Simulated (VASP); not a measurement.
A run of VASP 6.6.1 is set up as follows.

The input INCAR:

```
SYSTEM = SiO2
PREC = Accurate
ENCUT = 600
EDIFF = 1E-7
ISMEAR = 0
SIGMA = 0.1
LREAL = .FALSE.
LASPH = .TRUE.
NELM = 150
ALGO = Normal
ISIF = 3
LWAVE = .FALSE.
LCHARG = .FALSE.
ISPIN = 2
MAGMOM = 0 0 1 1 1 1
LORBIT = 11
GGA = PE
IBRION = 2
NSW = 90
EDIFFG = -0.04
```

KPOINTS

```
regular mesh
0
G
  6 6 6
  0 0 0
```

POSCAR

```
SiO2
1.0
    1.6897459700      0.9755752900      5.5186872200
   -1.6897459700      0.9755752900      5.5186872200
    0.0000000000     -1.9511505800      5.5186872200
Si O
2 4
Direct
    0.1250000000      0.1250000000      0.1250000000
    0.8750000000      0.8750000000      0.8750000000
    0.7500000000      0.7500000000      0.7500000000
    0.5000000000      0.5000000000      0.5000000000
    0.2500000000      0.2500000000      0.2500000000
    0.0000000000      0.0000000000      0.0000000000
```

Potentials or basis: VASP PAW PBE potentials, release 64 (Si, O).

Run with:

```bash
$ cat potpaw_PBE.64/Si/POTCAR potpaw_PBE.64/O/POTCAR > POTCAR
$ mpirun -np 1 vasp_std > vasp.out
```

(1) What does it give for the net moment?

(2) What does it give for the band gap on the k mesh?

Results:

(1) 0.00 μB per cell.

(2) 1.68 eV (least direct gap 2.92 eV).

Caveat: the cell differs from its parent crystal (atoms taken out).
